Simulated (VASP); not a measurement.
# GaAs (F-43m) in VASP: further runs

The runs below take GaAs through single point, with LDA.

Program: VASP 6.6.1. These are calculated values, not measurements. Logs are shortened: lines on timing, memory, paths and dates and some standing lists are left out, and cuts for length are marked.

## Step 1: The cell of the first run

The structure is cubic, space group F-43m (No. 216). The conventional cell has a = 5.603 Å, b = 5.603 Å, c = 5.603 Å, α = 90.00°, β = 90.00°, γ = 90.00°. Within 3.2 Å of Ga (site symmetry -43m) lie 4 As at 2.43 Å. Within 3.2 Å of As (site symmetry -43m) lie 4 Ga at 2.43 Å.

## Step 2: Single point, LDA

Input file INCAR:

```
PREC = Accurate
ENCUT = 520
EDIFF = 1E-6
ISMEAR = 0
SIGMA = 0.1
LREAL = False
LASPH = True
NELM = 60
ALGO = Normal
ISIF = 2
LWAVE = False
LCHARG = False
GGA = CA
NBANDS = 16
```

Input file KPOINTS:

```
regular mesh
0
Gamma
  10 10 10
```

Input file POSCAR:

```
GaAs
1.0
    0.0000000000      2.8015378572      2.8015378572
    2.8015378572      0.0000000000      2.8015378572
    2.8015378572      2.8015378572      0.0000000000
Ga As
1 1
Direct
    0.0000000000      0.0000000000      0.0000000000
    0.7500000000      0.7500000000      0.7500000000
```

Potentials or basis: VASP PAW LDA potentials, release 64 (Ga_d, As).

On the command line:

```
$ cat potpaw_LDA.64/Ga_d/POTCAR potpaw_LDA.64/As/POTCAR > POTCAR
$ mpirun -np 1 vasp_std > vasp.out
```

OUTCAR:

```text
PREC = Accurate
   ENCUT = 520
   EDIFF = 1E-6
   ISMEAR = 0
   LREAL = False
   LASPH = True
   NELM = 60
   ISIF = 2
   GGA = CA

 ion  position               nearest neighbor table
   1  0.000  0.000  0.000-   2 2.43   2 2.43   2 2.43   2 2.43
   2  0.750  0.750  0.750-   1 2.43   1 2.43   1 2.43   1 2.43

  LATTYP: Found a face centered cubic cell.
 ALAT       =     5.6030757144

  Lattice vectors:

 A1 = (   0.0000000000,   2.8015378572,   2.8015378572)
 A2 = (   2.8015378572,   0.0000000000,   2.8015378572)
 A3 = (   2.8015378572,   2.8015378572,   0.0000000000)

Analysis of symmetry for initial positions (statically):
=====================================================================
 Subroutine PRICEL returns:
 Original cell was already a primitive cell.

 Routine SETGRP: Setting up the symmetry group for a
 face centered cubic supercell.

 Subroutine GETGRP returns: Found 24 space group operations
 (whereof 24 operations were pure point group operations)
 out of a pool of 48 trial point group operations.

The static configuration has the point symmetry T_d .

Analysis of symmetry for dynamics (positions and initial velocities):
=====================================================================
 Subroutine PRICEL returns:
 Original cell was already a primitive cell.

 Routine SETGRP: Setting up the symmetry group for a
 face centered cubic supercell.

 Subroutine GETGRP returns: Found 24 space group operations
 (whereof 24 operations were pure point group operations)
 out of a pool of 48 trial point group operations.

The dynamic configuration has the point symmetry T_d .

 Subroutine INISYM returns: Found 24 space group operations
 (whereof 24 operations are pure point group operations),
 and found     1 'primitive' translations

----------------------------------------------------------------------------------------

                                     Primitive cell

  volume of cell :      43.9764

  direct lattice vectors                    reciprocal lattice vectors
     0.000000000  2.801537857  2.801537857    -0.178473405  0.178473405  0.178473405
     2.801537857  0.000000000  2.801537857     0.178473405 -0.178473405  0.178473405
     2.801537857  2.801537857  0.000000000     0.178473405  0.178473405 -0.178473405

  length of vectors
     3.961972833  3.961972833  3.961972833     0.309125005  0.309125005  0.309125005

  position of ions in fractional coordinates (direct lattice)
     0.000000000  0.000000000  0.000000000
     0.750000000  0.750000000  0.750000000

  ion indices of the primitive-cell ions
   primitive index   ion index
                 1           1
                 2           2

----------------------------------------------------------------------------------------

 KPOINTS: regular mesh

Automatic generation of k-mesh.
 Grid dimensions read from file:
 generate k-points for:   10   10   10

 Generating k-lattice:

  Cartesian coordinates                     Fractional coordinates (reciprocal lattice)
    -0.017847340  0.017847340  0.017847340     0.100000000  0.000000000  0.000000000
     0.017847340 -0.017847340  0.017847340     0.000000000  0.100000000  0.000000000
     0.017847340  0.017847340 -0.017847340     0.000000000  0.000000000  0.100000000

  Length of vectors
     0.030912500  0.030912500  0.030912500

  Shift w.r.t. Gamma in fractional coordinates (k-lattice)
     0.000000000  0.000000000  0.000000000

 Subroutine IBZKPT returns following result:
 ===========================================

 Found     47 irreducible k-points:

 Following reciprocal coordinates:
            Coordinates               Weight
  0.000000  0.000000  0.000000      1.000000
  0.100000  0.000000  0.000000      8.000000
  0.200000  0.000000  0.000000      8.000000
  0.300000  0.000000  0.000000      8.000000
  0.400000  0.000000  0.000000      8.000000
  0.500000  0.000000  0.000000      4.000000
[... 16 lines left out ...]
  0.300000  0.300000  0.000000      6.000000
  0.400000  0.300000  0.000000     24.000000
 [... further k-points ...]
   k-points           NKPTS =     47   k-points in BZ     NKDIM =     47   number of bands    NBANDS=     16
   number of dos      NEDOS =    301   number of ions     NIONS =      2
   total plane-waves  NPLWV =  27000
   dimension x,y,z NGX =    30 NGY =   30 NGZ =   30
   dimension x,y,z NGXF=    60 NGYF=   60 NGZF=   60
   ions per type =               1   1
   NGX,Y,Z   is equivalent  to a cutoff of  12.59, 12.59, 12.59 a.u.
   NGXF,Y,Z  is equivalent  to a cutoff of  25.18, 25.18, 25.18 a.u.
 SYSTEM =  unknown system
   PREC   = accura    normal or accurate (medium, high low for compatibility)
   ISTART =      0    job   : 0-new  1-cont  2-samecut
   ICHARG =      2    charge: 1-file 2-atom 10-const
   ISPIN  =      1    spin polarized calculation?
   LNONCOLLINEAR =      F non collinear calculations
   LSORBIT =      F    spin-orbit coupling
   LASPH  =      T    aspherical Exc in radial PAW
   ENCUT  =  520.0 eV  38.22 Ry    6.18 a.u.   7.37  7.37  7.37*2*pi/ulx,y,z
   NELM   =     60;   NELMIN=  2; NELMDL= -5     # of ELM steps
   EDIFF  = 0.1E-05   stopping-criterion for ELM
   LREAL  =      F    real-space projection
   EDIFFG = 0.1E-04   stopping-criterion for IOM
   NSW    =      0    number of steps for IOM
   IBRION =     -1    ionic relax: 0-MD 1-quasi-New 2-CG
   NFREE  =      0    steps in history (QN), initial steepest desc. (CG)
   ISIF   =      2    stress and relaxation
   ISYM   =      2    0-nonsym 1-usesym 2-fastsym
   POTIM  = 0.5000    time-step for ionic-motion
   TEBEG  =    0.0;   TEEND  =   0.0 temperature during run
   PSTRESS=    0.0 pullay stress
   NELECT =      18.0000    total number of electrons
   NUPDOWN=      -1.0000    fix difference up-down
   EMIN   =  10.00;   EMAX   =-10.00  energy-range for DOS
   EFERMI =   0.00;   METHOD = LEGACY
   ISMEAR =     0;   SIGMA  =   0.10  broadening in eV -4-tet -1-fermi 0-gaus
   EFERMI_NEDOS =   21; number of points for ismear=-14 and -15
   IALGO  =     38    algorithm
   IMIX   =      4    mixing-type and parameters
     AMIX     =   0.40;   BMIX     =  1.00
     AMIX_MAG =   1.60;   BMIX_MAG =  1.00
  volume/ion in A,a.u.               =      21.99       148.38
  Fermi-wavevector in a.u.,A,eV,Ry     =   1.215512  2.296984 20.102185  1.477469
  Thomas-Fermi vector in A             =   2.350896
   LORBIT       =      0    0 simple, 1 ext, 2 COOP (PROOUT), +10 PAW based schemes
   GGA     = CA    functional components
   LHFCALC =     F    Hartree Fock is set to
   AEXX    =    0.0000 exact exchange contribution
   IVDW    =     0    specifies the selected vdW correction
   LEPSILON=     F    determine dielectric tensor
   LRPA    =     F    only Hartree local field effects (RPA)
 non-spin polarized calculation
 Gauss-broadening in eV      SIGMA  =   0.10
  energy-cutoff  :      520.00
  volume of cell :       43.98
 maximum number of plane-waves:      1243
 NGX is ok and might be reduce to    30
   NGX = 15   NGY = 15   NGZ = 15

 number of electron      18.0000013 magnetization

 Free energy of the ion-electron system (eV)
  ---------------------------------------------------
  ext. energy  EPLUGINS =         0.00000000
  ---------------------------------------------------
  free energy    TOTEN  =        -9.64100892 eV

  energy without entropy =       -9.64100877  energy(sigma->0) =       -9.64100884

 E-fermi :   4.3395     XC(G=0): -10.0320

 val. band max:        4.0616925806   @ k =   0.0000   0.0000   0.0000
 cond. band min:       4.5980628236   @ k =   0.0000   0.0000   0.0000
 fundamental gap:      0.5363702430
 Fermi energy:         4.3395190757

 k-point     1 :       0.0000    0.0000    0.0000
  band No.  band energies     occupation
      1     -10.9175      2.00000
      2     -10.9175      2.00000
      3     -10.9175      2.00000
      4     -10.8326      2.00000
      5     -10.8326      2.00000
      6      -8.8993      2.00000
[... 8 lines left out ...]
     15      14.3008      0.00000
     16      14.3008      0.00000

 k-point     2 :       0.1000    0.0000    0.0000
  band No.  band energies     occupation
      1     -10.9272      2.00000
      2     -10.9149      2.00000
      3     -10.9149      2.00000
      4     -10.8327      2.00000
      5     -10.8327      2.00000
      6      -8.7773      2.00000
[... 8 lines left out ...]
     15      13.5588      0.00000
     16      13.5588      0.00000

 k-point     3 :       0.2000    0.0000    0.0000
  band No.  band energies     occupation
      1     -10.9507      2.00000
      2     -10.9088      2.00000
      3     -10.9088      2.00000
      4     -10.8327      2.00000
      5     -10.8327      2.00000
      6      -8.4266      2.00000
[... 8 lines left out ...]
     15      13.0418      0.00000
     16      13.0418      0.00000

 k-point     4 :       0.3000    0.0000    0.0000
  band No.  band energies     occupation
      1     -10.9768      2.00000
      2     -10.9022      2.00000
      3     -10.9022      2.00000
      4     -10.8316      2.00000
      5     -10.8316      2.00000
      6      -7.8995      2.00000
[... 8 lines left out ...]
     15      13.4289      0.00000
     16      13.4289      0.00000
[... 324 lines left out ...]
 k-point    22 :      -0.2000    0.2000    0.0000
  band No.  band energies     occupation
      1     -10.9838      2.00000
      2     -10.8984      2.00000
      3     -10.8967      2.00000
      4     -10.8360      2.00000
      5     -10.8306      2.00000
      6      -7.7186      2.00000
[... 8 lines left out ...]
     15      14.6489      0.00000
     16      15.4470      0.00000

 k-point    23 :       0.3000    0.3000    0.0000
  band No.  band energies     occupation
      1     -11.0027      2.00000
      2     -10.8833      2.00000
      3     -10.8833      2.00000
      4     -10.8501      2.00000
      5     -10.8236      2.00000
      6      -7.5524      2.00000
[... 8 lines left out ...]
     15      15.7575      0.00000
     16      16.5176      0.00000

 k-point    24 :       0.4000    0.3000    0.0000
  band No.  band energies     occupation
      1     -11.0156      2.00000
      2     -10.8785      2.00000
      3     -10.8768      2.00000
      4     -10.8522      2.00000
      5     -10.8223      2.00000
      6      -7.0916      2.00000
[... 8 lines left out ...]
     15      16.4688      0.00000
     16      16.9355      0.00000

 [... further k-points ...]

------------------------ aborting loop because EDIFF is reached ----------------------------------------

  FORCE on cell =-STRESS in cart. coord.  units (eV):
  Direction    XX          YY          ZZ          XY          YZ          ZX
  --------------------------------------------------------------------------------------
  -------------------------------------------------------------------------------------
  Total        0.0872410      0.0872410      0.0872410      0.0000000      0.0000000      0.0000000
  in kB        3.1784239      3.1784239      3.1784239      0.0000000      0.0000000      0.0000000
  external PRESSURE =       3.1784239 kB  Pullay stress =       0.0000000 kB

 VOLUME and BASIS-vectors are now :
 -----------------------------------------------------------------------------
  energy-cutoff  :      520.00
  volume of cell :       43.98
      direct lattice vectors                 reciprocal lattice vectors
     0.000000000  2.801537857  2.801537857    -0.178473405  0.178473405  0.178473405
     2.801537857  0.000000000  2.801537857     0.178473405 -0.178473405  0.178473405
     2.801537857  2.801537857  0.000000000     0.178473405  0.178473405 -0.178473405

 POSITION                                       TOTAL-FORCE (eV/Angst)
 -----------------------------------------------------------------------------------
      0.00000      0.00000      0.00000        -0.000000     -0.000000     -0.000000
      4.20231      4.20231      4.20231         0.000000      0.000000      0.000000
 -----------------------------------------------------------------------------------
    total drift:                                0.000000      0.000000      0.000000

  FREE ENERGIE OF THE ION-ELECTRON SYSTEM (eV)
  ---------------------------------------------------
  free  energy   TOTEN  =        -9.6410089171 eV

  energy  without entropy=       -9.6410087713  energy(sigma->0) =       -9.64100884
```

Wall time 54 s (1 thread of Intel Xeon 8259CL, shared host); peak memory 0.17 GiB.

What came out:

* Free energy: -9.6410 eV
* Pressure: 0.3 GPa
* Band gap on the k mesh: 0.54 eV

## Step 3: Single point, LDA

Input file INCAR:

```
PREC = Accurate
ENCUT = 520
EDIFF = 1E-6
ISMEAR = 0
SIGMA = 0.02
LREAL = False
LASPH = True
NELM = 80
ALGO = Normal
ISIF = 2
LWAVE = False
LCHARG = True
GGA = CA
LELF = True
LVHAR = True
NBANDS = 16
```

Input file KPOINTS:

```
Automatic mesh
0
Gamma
  10 10 10
```

POSCAR is that of step 2.

Potentials or basis: VASP PAW LDA potentials, release 64 (Ga_d, As).

On the command line:

```
$ cat potpaw_LDA.64/Ga_d/POTCAR potpaw_LDA.64/As/POTCAR > POTCAR
$ mpirun -np 1 vasp_std > vasp.out
```

It took 42 s on 1 thread of Intel Xeon 8259CL, shared host; peak memory 0.17 GiB.

The run converged. Its results:

```
Free energy            : -9.6410 eV
Pressure               : 0.3 GPa
Band gap on the k mesh : 0.54 eV
```

Levels at points of the mesh, in eV from the valence-band top:
| k point | band 5 | band 6 | band 7 | band 8 | band 9 | band 10 | band 11 | band 12 | band 13 | band 14 |
| --- | --- | --- | --- | --- | --- | --- | --- | --- | --- | --- |
| (0.00, 0.00, 0.00) | -14.89 | -12.96 | 0.00 | 0.00 | 0.00 | 0.54 | 3.68 | 3.68 | 3.68 | 7.43 |
| (0.50, 0.00, 0.00) | -14.89 | -11.11 | -6.84 | -1.19 | -1.19 | 0.94 | 4.59 | 4.59 | 7.59 | 10.41 |
| (0.50, 0.50, 0.00) | -14.88 | -10.34 | -7.00 | -2.79 | -2.79 | 1.29 | 1.54 | 10.26 | 10.26 | 11.04 |

## Step 4: Single point, LDA

Input file INCAR:

```
SYSTEM = GaAs
PREC     = Accurate       ! precision mode
ENCUT    = 520            ! plane-wave cutoff, eV
EDIFF    = 1E-7           ! SCF threshold, eV
ISMEAR   = 0              ! smearing method
SIGMA    = 0.01           ! smearing width, eV
LREAL    = .False.        ! projectors in reciprocal space
LASPH    = .True.         ! aspherical terms in the spheres
NELM     = 100            ! most SCF steps
ALGO     = Normal         ! electronic algorithm
ISIF     = 2              ! what is computed and relaxed
LWAVE    = .False.        ! write WAVECAR
LCHARG   = .False.        ! write CHGCAR
GGA      = CA             ! functional
NBANDS   = 16             ! bands
```

Input file KPOINTS:

```
regular mesh
0
Gamma
  12 12 12
  0 0 0
```

POSCAR is that of step 3.

Potentials or basis: VASP PAW LDA potentials, release 64 (Ga_d, As).

On the command line:

```
$ cat potpaw_LDA.64/Ga_d/POTCAR potpaw_LDA.64/As/POTCAR > POTCAR
$ mpirun -np 1 vasp_std > vasp.out
```

OUTCAR:

```text
SYSTEM = GaAs
   PREC = Accurate
   ENCUT = 520
   EDIFF = 1E-7
   ISMEAR = 0
   LREAL = .False.
   LASPH = .True.
   NELM = 100
   ISIF = 2
   GGA = CA

 ion  position               nearest neighbor table
   1  0.000  0.000  0.000-   2 2.43   2 2.43   2 2.43   2 2.43
   2  0.750  0.750  0.750-   1 2.43   1 2.43   1 2.43   1 2.43

  LATTYP: Found a face centered cubic cell.
 ALAT       =     5.6030757144

  Lattice vectors:

 A1 = (   0.0000000000,   2.8015378572,   2.8015378572)
 A2 = (   2.8015378572,   0.0000000000,   2.8015378572)
 A3 = (   2.8015378572,   2.8015378572,   0.0000000000)

Analysis of symmetry for initial positions (statically):
=====================================================================
 Subroutine PRICEL returns:
 Original cell was already a primitive cell.

 Routine SETGRP: Setting up the symmetry group for a
 face centered cubic supercell.

 Subroutine GETGRP returns: Found 24 space group operations
 (whereof 24 operations were pure point group operations)
 out of a pool of 48 trial point group operations.

The static configuration has the point symmetry T_d .

Analysis of symmetry for dynamics (positions and initial velocities):
[... 163 lines left out ...]
 cond. band min:       4.5979348207   @ k =   0.0000   0.0000   0.0000
 fundamental gap:      0.5367434028
 Fermi energy:         4.1142623459

 k-point     1 :       0.0000    0.0000    0.0000
  band No.  band energies     occupation
      1     -10.9168      2.00000
      2     -10.9168      2.00000
      3     -10.9168      2.00000
      4     -10.8319      2.00000
      5     -10.8319      2.00000
      6      -8.8998      2.00000
[... 433 lines left out ...]
      3     -10.8881      2.00000
      4     -10.8329      2.00000
      5     -10.8290      2.00000
      6      -6.8548      2.00000
[... 8 lines left out ...]
     15      14.4905      0.00000
     16      15.1662      0.00000

 [... further k-points ...]

------------------------ aborting loop because EDIFF is reached ----------------------------------------

  FORCE on cell =-STRESS in cart. coord.  units (eV):
  Direction    XX          YY          ZZ          XY          YZ          ZX
  --------------------------------------------------------------------------------------
  -------------------------------------------------------------------------------------
  Total        0.0900998      0.0900998      0.0900998      0.0000000      0.0000000      0.0000000
  in kB        3.2825755      3.2825755      3.2825755      0.0000000      0.0000000      0.0000000
  external PRESSURE =       3.2825755 kB  Pullay stress =       0.0000000 kB

 VOLUME and BASIS-vectors are now :
 -----------------------------------------------------------------------------
  energy-cutoff  :      520.00
  volume of cell :       43.98
      direct lattice vectors                 reciprocal lattice vectors
     0.000000000  2.801537857  2.801537857    -0.178473405  0.178473405  0.178473405
     2.801537857  0.000000000  2.801537857     0.178473405 -0.178473405  0.178473405
     2.801537857  2.801537857  0.000000000     0.178473405  0.178473405 -0.178473405

 POSITION                                       TOTAL-FORCE (eV/Angst)
 -----------------------------------------------------------------------------------
      0.00000      0.00000      0.00000         0.000000      0.000000      0.000000
      4.20231      4.20231      4.20231        -0.000000     -0.000000     -0.000000
 -----------------------------------------------------------------------------------
    total drift:                                0.000001      0.000001      0.000000

  FREE ENERGIE OF THE ION-ELECTRON SYSTEM (eV)
  ---------------------------------------------------
  free  energy   TOTEN  =        -9.6420107964 eV

  energy  without entropy=       -9.6420107964  energy(sigma->0) =       -9.64201080
```

OSZICAR:

```text
N       E                     dE             d eps       ncg     rms          rms(c)
DAV:   1     0.841307399607E+02    0.84131E+02   -0.89345E+03  2344   0.154E+03
DAV:   2    -0.313671070271E+01   -0.87267E+02   -0.83094E+02  2656   0.315E+02
DAV:   3    -0.977353404115E+01   -0.66368E+01   -0.66155E+01  2824   0.670E+01
DAV:   4    -0.987523524339E+01   -0.10170E+00   -0.10169E+00  2840   0.923E+00
DAV:   5    -0.987676302376E+01   -0.15278E-02   -0.15278E-02  2952   0.100E+00    0.308E+00
DAV:   6    -0.968790188228E+01    0.18886E+00   -0.21759E-01  3592   0.833E+00    0.180E+00
DAV:   7    -0.964522271633E+01    0.42679E-01   -0.65332E-02  3280   0.191E+00    0.523E-01
DAV:   8    -0.964203269431E+01    0.31900E-02   -0.90319E-03  2816   0.104E+00    0.112E-01
DAV:   9    -0.964200082544E+01    0.31869E-04   -0.67992E-04  2848   0.318E-01    0.404E-02
DAV:  10    -0.964200610937E+01   -0.52839E-05   -0.42283E-05  3512   0.714E-02    0.212E-02
DAV:  11    -0.964201093513E+01   -0.48258E-05   -0.70642E-06  2680   0.406E-02    0.280E-03
DAV:  12    -0.964201079510E+01    0.14003E-06   -0.55229E-07  2896   0.110E-02    0.210E-03
DAV:  13    -0.964201079644E+01   -0.13365E-08   -0.78178E-08  2056   0.235E-03
   1 F= -.96420108E+01 E0= -.96420108E+01  d E =-.574021E-17
```

Wall time 86 s (1 thread of Intel Xeon 8259CL, shared host); peak memory 0.18 GiB.

Results:

| Item | Value |
| --- | --- |
| Free energy | -9.6420 eV |
| Pressure | 0.3 GPa |
| Band gap on the k mesh | 0.54 eV |

## Step 5: Summary

| k mesh | smearing | gap on the mesh (eV) | pressure (GPa) |
| --- | --- | --- | --- |
| 10 × 10 × 10 | gaussian 0.1 eV | 0.54 | 0.3 |
| 10 × 10 × 10 | gaussian 0.02 eV | 0.54 | 0.3 |
| 12 × 12 × 12 | gaussian 0.01 eV | 0.54 | 0.3 |

Alike in all rows: task single point; level LDA; potentials or basis VASP PAW LDA potentials, release 64 (Ga_d, As); no spin polarisation; cell as given; cutoff (eV) 520.

Total energies depend on the potentials used, so only differences within one code and one set of settings carry meaning.
